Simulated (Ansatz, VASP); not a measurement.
## KNbO2: VASP beside Ansatz

INCAR

```
SYSTEM = KNbO2
PREC     = Accurate       ! precision mode
ENCUT    = 520            ! plane-wave cutoff, eV
EDIFF    = 1E-6           ! SCF threshold, eV
ISMEAR   = 0              ! smearing method
SIGMA    = 0.2            ! smearing width, eV
LREAL    = .False.        ! projectors in reciprocal space
LASPH    = .True.         ! aspherical terms in the spheres
NELM     = 80             ! most SCF steps
ALGO     = Normal         ! electronic algorithm
ISIF     = 2              ! what is computed and relaxed
LWAVE    = .False.        ! write WAVECAR
LCHARG   = .False.        ! write CHGCAR
GGA      = PE             ! functional
NBANDS   = 44             ! bands
```

Contents of KPOINTS:

```
regular mesh
0
Gamma
  12 12 2
  0 0 0
```

The input POSCAR:

```
KNbO2
1.0
    3.0261019389      0.0000000000      0.0000000000
   -1.5130509695      2.6206811535      0.0000000000
    0.0000000000      0.0000000000     13.2770634768
K Nb O
2 2 4
Direct
    0.0000000000      0.0000000000      0.2500000000
    0.0000000000      1.0000000000      0.7500000000
    0.0000000000      0.0000000000      0.0000000000
    0.0000000000      0.0000000000      0.5000000000
    0.6666666667      0.3333333333      0.4002497496
    0.6666666667      0.3333333333      0.9002497496
    0.3333333333      0.6666666667      0.0997502504
    0.3333333333      0.6666666667      0.5997502504
```

Input for Ansatz:

```yaml
crystal:
  lattice:
    - [3.0261019389, 0.0, 0.0]
    - [-1.5130509695, 2.6206811535, 0.0]
    - [0.0, 0.0, 13.2770634768]
  atoms:
    - { symbol: K, position: [0.0, 0.0, 0.25] }
    - { symbol: K, position: [0.0, 1.0, 0.75] }
    - { symbol: Nb, position: [0.0, 0.0, 0.0] }
    - { symbol: Nb, position: [0.0, 0.0, 0.5] }
    - { symbol: O, position: [0.6666666667, 0.3333333333, 0.4002497496] }
    - { symbol: O, position: [0.6666666667, 0.3333333333, 0.9002497496] }
    - { symbol: O, position: [0.3333333333, 0.6666666667, 0.0997502504] }
    - { symbol: O, position: [0.3333333333, 0.6666666667, 0.5997502504] }
basis:
  ecutwfc: 420
kpoints:
  mp_grid: { grid: [12, 12, 2] }
hamiltonian:
  xc: pbe
scf:
  occupations: { method: gaussian, width: 0.2 }
  lower_state_search: "off"
output:
  forces: true
  stress: true
  eigenvalues: true
```

Alike in both runs: task single point; functional PBE; k mesh 12 × 12 × 2; occupations gaussian, width 0.2 eV; no spin polarisation.

|  | VASP | Ansatz |
| --- | --- | --- |
| version | VASP 6.6.1 | Ansatz 0.2.0 |
| potentials or method | VASP PAW PBE potentials, release 64 (K_sv, Nb_sv, O), cutoff 520 eV | scalar-relativistic, plane waves, PAW |
| valence electrons in the cell | 68 | 68 |

```csv
,VASP,Ansatz,Ansatz less VASP
gap on the k mesh at the Fermi level (eV),none,none,-
pressure (GPa),0.2,0.1,-0.14
"traceless stress, the component that is largest in VASP (GPa)",-0.09,-0.18,-0.086
rms of the force components (eV/Å),0.019,0.006,-0.0137
```

Atom by atom the forces differ by 0.014 eV/Å (rms over components). A gap of «none» marks a metal or a gap that the smearing closes.
